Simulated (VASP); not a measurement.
Write the native input for VASP 6.6.1 that does the following.

| Item | Value |
| --- | --- |
| Task | single point |
| Functional | PBEsol |
| Potentials or basis | VASP PAW PBE potentials, release 64 (Re) |
| Cutoff | 520 eV |
| k mesh | 6 × 6 × 6 |
| Occupations | gaussian, width 0.1 eV |
| Spin | no spin polarisation |
| Dipole correction | no |
| Further INCAR settings | ALGO = Normal; EDIFF = 1e-06; NBANDS = 14 |

The structure of Re lies in POSCAR:

```
Re
1.0
    0.0000000000      2.5672739409      2.5672739409
    2.5672739409      0.0000000000      2.5672739409
    2.5672739409      2.5672739409      0.0000000000
Re
2
Direct
    0.5000000000      0.5000000000      0.5000000000
    0.7500000000      0.7500000000      0.7500000000
```

This isn't the form of Re at room conditions, which is hcp.

These files were run (other wordings do the same):

INCAR

```
SYSTEM = Re
  PREC = Accurate
  ENCUT = 520
  EDIFF = 1E-6
  ISMEAR = 0
  SIGMA = 0.1
  LREAL = .False.
  LASPH = .True.
  NELM = 80
  ALGO = Normal
  ISIF = 2
  LWAVE = .False.
  LCHARG = .False.
  GGA = PS
  NBANDS = 14
```

KPOINTS

```
Automatic mesh
0
Gamma
  6 6 6
  0 0 0
```

Potentials or basis: VASP PAW PBE potentials, release 64 (Re).

Launch:

```console
$ cat potpaw_PBE.64/Re/POTCAR > POTCAR
$ mpirun -np 1 vasp_std > vasp.out
```

It gave:

```yaml
Pressure: 76.6 GPa
Band_gap_on_the_k_mesh: zero (bands 7 and 8 overlap by 1.54 eV)
```

Caveat: the cell stands under pressure; the PAW data sets were made with another functional, which shifts forces and pressure a little; spin-orbit coupling is left out, which moves the levels of the heavy elements.

It took 14 s on 1 thread of Intel Xeon 8259CL, with other jobs on the host, peak memory 0.15 GiB.
